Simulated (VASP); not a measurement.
# Zn (P6_3/mmc) in VASP: notebook

Runs on Zn. Level: LDA. Tasks: single point.

All numbers are computed with VASP 6.6.1; they aren't measurements. Logs are shortened: lines on timing, memory, paths and dates and some standing lists are left out, and cuts for length are marked.

### Step 1. The cell of the first run

The structure is hexagonal, space group P6_3/mmc (No. 194). Conventional cell: a = 2.536 Å, b = 2.536 Å, c = 4.672 Å, α = 90.00°, β = 90.00°, γ = 120.00°. Zn (site symmetry -6m2) has 12 Zn at 2.54 to 2.76 Å within 3.3 Å.

### Step 2. Single point, LDA (volume scaled by 0.96)

Input file INCAR:

```
SYSTEM = Zn
PREC = Accurate
ENCUT = 520
EDIFF = 1E-6
ISMEAR = -1
SIGMA = 0.1
LREAL = .FALSE.
LASPH = .TRUE.
NELM = 80
ALGO = Normal
ISIF = 2
LWAVE = .FALSE.
LCHARG = .FALSE.
NBANDS = 19
```

Input file KPOINTS:

```
regular mesh
0
G
  23 23 11
  0 0 0
```

Input file POSCAR:

```
Zn
1.0
    2.5362263504      0.0000000000      0.0000000000
   -1.2681131752      2.1964364492      0.0000000000
    0.0000000000      0.0000000000      4.6721804446
Zn
2
Direct
    0.3333333333      0.6666666667      0.2500000000
    0.6666666667      0.3333333333      0.7500000000
```

Potentials or basis: VASP PAW LDA potentials, release 64 (Zn).

Command:

```sh
cat potpaw_LDA.64/Zn/POTCAR > POTCAR
mpirun -np 1 vasp_std > vasp.out
```

OUTCAR:

```text
SYSTEM = Zn
   PREC = Accurate
   ENCUT = 520
   EDIFF = 1E-6
   ISMEAR = -1
   LREAL = .FALSE.
   LASPH = .TRUE.
   NELM = 80
   ISIF = 2

 ion  position               nearest neighbor table
   1  0.333  0.667  0.250-   2 2.76   2 2.76   2 2.76   2 2.76   2 2.76   2 2.76
   2  0.667  0.333  0.750-   1 2.76   1 2.76   1 2.76   1 2.76   1 2.76   1 2.76

  LATTYP: Found a hexagonal cell.
 ALAT       =     2.5362263504
 C/A-ratio  =     1.8421780232

  Lattice vectors:

 A1 = (   2.5362263504,   0.0000000000,   0.0000000000)
 A2 = (  -1.2681131752,   2.1964364492,   0.0000000000)
 A3 = (   0.0000000000,   0.0000000000,   4.6721804446)

Analysis of symmetry for initial positions (statically):
=====================================================================
 Subroutine PRICEL returns:
 Original cell was already a primitive cell.

 Routine SETGRP: Setting up the symmetry group for a
 hexagonal supercell.

 Subroutine GETGRP returns: Found 24 space group operations
 (whereof 12 operations were pure point group operations)
 out of a pool of 24 trial point group operations.

The static configuration has the point symmetry D_3d.
 The point group associated with its full space group is D_6h.

Analysis of symmetry for dynamics (positions and initial velocities):
=====================================================================
 Subroutine PRICEL returns:
 Original cell was already a primitive cell.

 Routine SETGRP: Setting up the symmetry group for a
 hexagonal supercell.

 Subroutine GETGRP returns: Found 24 space group operations
 (whereof 12 operations were pure point group operations)
 out of a pool of 24 trial point group operations.

The dynamic configuration has the point symmetry D_3d.
 The point group associated with its full space group is D_6h.

 Subroutine INISYM returns: Found 24 space group operations
 (whereof 12 operations are pure point group operations),
 and found     1 'primitive' translations

----------------------------------------------------------------------------------------

                                     Primitive cell

  volume of cell :      26.0271

  direct lattice vectors                    reciprocal lattice vectors
     2.536226350  0.000000000  0.000000000     0.394286575  0.227641460  0.000000000
    -1.268113175  2.196436449  0.000000000     0.000000000  0.455282920  0.000000000
     0.000000000  0.000000000  4.672180445     0.000000000  0.000000000  0.214032829

  length of vectors
     2.536226350  2.536226350  4.672180445     0.455282920  0.455282920  0.214032829

  position of ions in fractional coordinates (direct lattice)
     0.333333333  0.666666667  0.250000000
     0.666666667  0.333333333  0.750000000

  ion indices of the primitive-cell ions
   primitive index   ion index
                 1           1
                 2           2

----------------------------------------------------------------------------------------

 KPOINTS: regular mesh

Automatic generation of k-mesh.
 Grid dimensions read from file:
 generate k-points for:   23   23   11

 Generating k-lattice:

  Cartesian coordinates                     Fractional coordinates (reciprocal lattice)
     0.017142895  0.009897455  0.000000000     0.043478261  0.000000000  0.000000000
     0.000000000  0.019794910  0.000000000     0.000000000  0.043478261  0.000000000
     0.000000000  0.000000000  0.019457530     0.000000000  0.000000000  0.090909091

  Length of vectors
     0.019794910  0.019794910  0.019457530

  Shift w.r.t. Gamma in fractional coordinates (k-lattice)
     0.000000000  0.000000000  0.000000000

 Subroutine IBZKPT returns following result:
 ===========================================

 Found    336 irreducible k-points:

 Following reciprocal coordinates:
            Coordinates               Weight
  0.000000  0.000000  0.000000      1.000000
  0.043478 -0.000000  0.000000      6.000000
  0.086957 -0.000000  0.000000      6.000000
  0.130435 -0.000000  0.000000      6.000000
  0.173913  0.000000  0.000000      6.000000
  0.217391 -0.000000  0.000000      6.000000
[... 16 lines left out ...]
  0.478261  0.043478  0.000000      6.000000
  0.086957  0.086957  0.000000      6.000000
 [... further k-points ...]
   k-points           NKPTS =    336   k-points in BZ     NKDIM =    336   number of bands    NBANDS=     19
   number of dos      NEDOS =    301   number of ions     NIONS =      2
   total plane-waves  NPLWV =  14400
   dimension x,y,z NGX =    20 NGY =   20 NGZ =   36
   dimension x,y,z NGXF=    40 NGYF=   40 NGZF=   72
   ions per type =               2
   NGX,Y,Z   is equivalent  to a cutoff of  13.11, 13.11, 12.81 a.u.
   NGXF,Y,Z  is equivalent  to a cutoff of  26.22, 26.22, 25.62 a.u.
 SYSTEM =  Zn
   PREC   = accura    normal or accurate (medium, high low for compatibility)
   ISTART =      0    job   : 0-new  1-cont  2-samecut
   ICHARG =      2    charge: 1-file 2-atom 10-const
   ISPIN  =      1    spin polarized calculation?
   LNONCOLLINEAR =      F non collinear calculations
   LSORBIT =      F    spin-orbit coupling
   LASPH  =      T    aspherical Exc in radial PAW
   ENCUT  =  520.0 eV  38.22 Ry    6.18 a.u.   4.72  4.72  8.69*2*pi/ulx,y,z
   NELM   =     80;   NELMIN=  2; NELMDL= -5     # of ELM steps
   EDIFF  = 0.1E-05   stopping-criterion for ELM
   LREAL  =      F    real-space projection
   EDIFFG = 0.1E-04   stopping-criterion for IOM
   NSW    =      0    number of steps for IOM
   IBRION =     -1    ionic relax: 0-MD 1-quasi-New 2-CG
   NFREE  =      0    steps in history (QN), initial steepest desc. (CG)
   ISIF   =      2    stress and relaxation
   ISYM   =      2    0-nonsym 1-usesym 2-fastsym
   POTIM  = 0.5000    time-step for ionic-motion
   TEBEG  =    0.0;   TEEND  =   0.0 temperature during run
   PSTRESS=    0.0 pullay stress
   NELECT =      24.0000    total number of electrons
   NUPDOWN=      -1.0000    fix difference up-down
   EMIN   =  10.00;   EMAX   =-10.00  energy-range for DOS
   EFERMI =   0.00;   METHOD = LEGACY
   ISMEAR =    -1;   SIGMA  =   0.10  broadening in eV -4-tet -1-fermi 0-gaus
   EFERMI_NEDOS =   21; number of points for ismear=-14 and -15
   IALGO  =     38    algorithm
   IMIX   =      4    mixing-type and parameters
     AMIX     =   0.40;   BMIX     =  1.00
     AMIX_MAG =   1.60;   BMIX_MAG =  1.00
  volume/ion in A,a.u.               =      13.01        87.82
  Fermi-wavevector in a.u.,A,eV,Ry     =   1.593443  3.011170 34.546010  2.539060
  Thomas-Fermi vector in A             =   2.691672
   LORBIT       =      0    0 simple, 1 ext, 2 COOP (PROOUT), +10 PAW based schemes
   GGA     = CA    functional components
   LHFCALC =     F    Hartree Fock is set to
   AEXX    =    0.0000 exact exchange contribution
   IVDW    =     0    specifies the selected vdW correction
   LEPSILON=     F    determine dielectric tensor
   LRPA    =     F    only Hartree local field effects (RPA)
 non-spin polarized calculation
  energy-cutoff  :      520.00
  volume of cell :       26.03
 maximum number of plane-waves:       726
 NGX is ok and might be reduce to    20
   NGX =  9   NGY =  9   NGZ = 17

 number of electron      23.9999982 magnetization

 Free energy of the ion-electron system (eV)
  ---------------------------------------------------
  ext. energy  EPLUGINS =         0.00000000
  ---------------------------------------------------
  free energy    TOTEN  =        -3.73678564 eV

  energy without entropy =       -3.72358746  energy(sigma->0) =       -3.73018655

 E-fermi :   4.0888     XC(G=0): -12.7408

 val. band max:        4.0828574141   @ k =   0.1739   0.1304   0.0909
 cond. band min:       4.0993264979   @ k =   0.0870   0.0870   0.1818
 fundamental gap:      0.0164690838
 Fermi energy:         4.0888115559

 k-point     1 :       0.0000    0.0000    0.0000
  band No.  band energies     occupation
      1      -7.6221      2.00000
      2      -5.3555      2.00000
      3      -4.4071      2.00000
      4      -4.1141      2.00000
      5      -4.1141      2.00000
      6      -4.0432      2.00000
[... 11 lines left out ...]
     18      24.7289      0.00000
     19      25.0993      0.00000

 k-point     2 :       0.0435   -0.0000    0.0000
  band No.  band energies     occupation
      1      -7.5599      2.00000
      2      -5.3246      2.00000
      3      -4.3995      2.00000
      4      -4.1217      2.00000
      5      -4.0969      2.00000
      6      -4.0517      2.00000
[... 11 lines left out ...]
     18      24.1239      0.00000
     19      25.8725      0.00000

 k-point     3 :       0.0870   -0.0000    0.0000
  band No.  band energies     occupation
      1      -7.3745      2.00000
      2      -5.2363      2.00000
      3      -4.3806      2.00000
      4      -4.1406      2.00000
      5      -4.0733      2.00000
      6      -4.0462      2.00000
[... 11 lines left out ...]
     18      23.7215      0.00000
     19      26.2358      0.00000

 k-point     4 :       0.1304   -0.0000    0.0000
  band No.  band energies     occupation
      1      -7.0709      2.00000
      2      -5.1056      2.00000
      3      -4.3623      2.00000
      4      -4.1644      2.00000
      5      -4.0873      2.00000
      6      -3.9650      2.00000
[... 11 lines left out ...]
     18      23.0342      0.00000
     19      24.4462      0.00000

 k-point     5 :       0.1739    0.0000    0.0000
  band No.  band energies     occupation
      1      -6.6604      2.00000
      2      -4.9629      2.00000
      3      -4.3523      2.00000
      4      -4.1988      2.00000
      5      -4.0477      2.00000
      6      -4.0028      2.00000
[... 11 lines left out ...]
     18      21.9219      0.00000
     19      22.4628      0.00000
[... 334 lines left out ...]
      2      -4.9541      2.00000
      3      -4.7397      2.00000
      4      -4.0969      2.00000
      5      -3.9875      2.00000
      6      -3.9201      2.00000
[... 11 lines left out ...]
     18      20.8191      0.00000
     19      21.0578      0.00000

 k-point    22 :       0.4348    0.0435    0.0000
  band No.  band energies     occupation
      1      -5.0689      2.00000
      2      -4.9701      2.00000
      3      -4.7812      2.00000
      4      -4.1241      2.00000
      5      -3.9447      2.00000
      6      -3.9380      2.00000
[... 11 lines left out ...]
     18      20.7047      0.00000
     19      20.8208      0.00000

 k-point    23 :       0.4783    0.0435    0.0000
  band No.  band energies     occupation
      1      -5.0779      2.00000
      2      -4.9759      2.00000
      3      -4.7950      2.00000
      4      -4.1334      2.00000
      5      -3.9440      2.00000
      6      -3.9301      2.00000
[... 11 lines left out ...]
     18      20.6679      0.00000
     19      20.7397      0.00000

 k-point    24 :       0.0870    0.0870    0.0000
  band No.  band energies     occupation
      1      -6.8915      2.00000
      2      -5.0312      2.00000
      3      -4.3627      2.00000
      4      -4.1587      2.00000
      5      -4.1339      2.00000
      6      -3.9063      2.00000
[... 11 lines left out ...]
     18      23.9096      0.00000
     19      24.4058      0.00000

 [... further k-points ...]
[... 5 lines left out ...]
  --------------------------------------------------------------------------------------
  -------------------------------------------------------------------------------------
  Total        1.0476949      1.0476949      0.6629151      0.0000000     -0.0000000      0.0000000
  in kB       64.4939764     64.4939764     40.8077084      0.0000000     -0.0000000      0.0000000
  external PRESSURE =      56.5985537 kB  Pullay stress =       0.0000000 kB

 VOLUME and BASIS-vectors are now :
 -----------------------------------------------------------------------------
  energy-cutoff  :      520.00
  volume of cell :       26.03
      direct lattice vectors                 reciprocal lattice vectors
     2.536226350  0.000000000  0.000000000     0.394286575  0.227641460  0.000000000
    -1.268113175  2.196436449  0.000000000     0.000000000  0.455282920  0.000000000
     0.000000000  0.000000000  4.672180445     0.000000000  0.000000000  0.214032829

 POSITION                                       TOTAL-FORCE (eV/Angst)
 -----------------------------------------------------------------------------------
     -0.00000      1.46429      1.16805        -0.000000      0.000000      0.000000
      1.26811      0.73215      3.50414         0.000000     -0.000000      0.000000
 -----------------------------------------------------------------------------------
    total drift:                               -0.000000      0.000000      0.000000

  FREE ENERGIE OF THE ION-ELECTRON SYSTEM (eV)
  ---------------------------------------------------
  free  energy   TOTEN  =        -3.7367856435 eV

  energy  without entropy=       -3.7235874598  energy(sigma->0) =       -3.73018655
```

It took 73 s on 1 thread of AMD EPYC 7R13 (Zen 3), shared host; peak memory 0.2 GiB.

Results:

```yaml
Free_energy: -3.7368 eV
Pressure: 5.7 GPa
Band_gap_on_the_k_mesh: zero (band 12 reaches 5.86 eV, above the bottom of band 13 at 1.25 eV)
```

Levels at points of the mesh, in eV from the Fermi level:
```
           k point  band 10  band 11  band 12  band 13  band 14  band 15
(0.00, 0.00, 0.00)    -7.42    -7.42    -4.39    -2.84    15.30    19.22
```

Caveat: the cell differs from its parent crystal (volume scaled by 0.96).

### Step 3. Single point, LDA

This run uses another cell than the first one, of 13.56 Å³/atom, 1.042 times its volume.

Input file INCAR:

```
SYSTEM = Zn
PREC     = Accurate       ! precision mode
ENCUT    = 520            ! plane-wave cutoff, eV
EDIFF    = 1E-6           ! SCF threshold, eV
ISMEAR   = -1             ! smearing method
SIGMA    = 0.1            ! smearing width, eV
LREAL    = .False.        ! projectors in reciprocal space
LASPH    = .True.         ! aspherical terms in the spheres
NELM     = 100            ! most SCF steps
ALGO     = Normal         ! electronic algorithm
ISIF     = 2              ! what is computed and relaxed
LWAVE    = .False.        ! write WAVECAR
LCHARG   = .False.        ! write CHGCAR
NBANDS   = 19             ! bands
```

Input file KPOINTS:

```
Automatic mesh
0
Gamma
  23 23 11
  0 0 0
```

Input file POSCAR:

```
Zn
1.0
    2.5709734949      0.0000000000      0.0000000000
   -1.2854867475      2.2265283591      0.0000000000
    0.0000000000      0.0000000000      4.7361908706
Zn
2
Direct
    0.3333333333      0.6666666667      0.2500000000
    0.6666666667      0.3333333333      0.7500000000
```

Potentials or basis: VASP PAW LDA potentials, release 64 (Zn).

Command:

```sh
cat potpaw_LDA.64/Zn/POTCAR > POTCAR
mpirun -np 1 vasp_std > vasp.out
```

It took 74 s on 1 thread of AMD EPYC 7R13 (Zen 3), shared host; peak memory 0.21 GiB.

Results (log left out):

* Free energy: -3.7580 eV
* Pressure: 0.8 GPa
* Band gap on the k mesh: zero (band 12 reaches 5.49 eV, above the bottom of band 13 at 0.86 eV)

Stress tensor (GPa, compression positive):
```
0.91 0.00 0.00
0.00 0.91 0.00
0.00 0.00 0.48
```

Levels at points of the mesh, in eV from the Fermi level:
| k point | band 8 | band 9 | band 10 | band 11 | band 12 | band 13 | band 14 | band 15 | band 16 | band 17 |
| --- | --- | --- | --- | --- | --- | --- | --- | --- | --- | --- |
| (0.00, 0.00, 0.00) | -7.62 | -7.62 | -7.35 | -7.35 | -4.16 | -2.89 | 14.90 | 18.69 | 18.69 | 18.75 |

(Part 1 of 2 ends here.)
